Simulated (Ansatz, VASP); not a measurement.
Li2S: VASP beside Ansatz

```xyz
3
Lattice="0.0250 2.8540 2.8540 2.8790 0.0000 2.8790 2.8540 2.8540 0.0250" Properties=species:S:1:pos:R:3 pbc="T T T"
Li    1.4395    1.4270    1.4395
Li    4.3185    4.2810    4.3185
S     0.0000    0.0000    0.0000
```

Change from the starting cell: strain +0.0175 x Voigt [0, 0, 0, 0, 1, 0], atoms carried along.

Alike in both runs: task single point; functional PBE; k mesh 8 × 8 × 8; occupations gaussian, width 0.05 eV; no spin polarisation.

```csv
,VASP,Ansatz
version,VASP 6.6.1,Ansatz 0.2.0
potentials or method,"VASP PAW PBE potentials, release 64 (Li_sv, S), cutoff 750 eV","scalar-relativistic, plane waves, PAW"
valence electrons in the cell,12,12
```

Ansatz gave:

- gap on the k mesh at the Fermi level (eV): 3.37
- least direct gap on the mesh (eV): 4.21
- pressure (GPa): 0.0
- traceless stress, the component that is largest in VASP (GPa): -0.62
- rms of the force components (eV/Å): 0.008

Q: Estimate VASP's values.

A: gap on the k mesh at the Fermi level (eV): 3.37; least direct gap on the mesh (eV): 4.21; pressure (GPa): -0.2; traceless stress, the component that is largest in VASP (GPa): -0.62; rms of the force components (eV/Å): 0.009.

Atom by atom the forces differ by 0.000 eV/Å (rms over components).
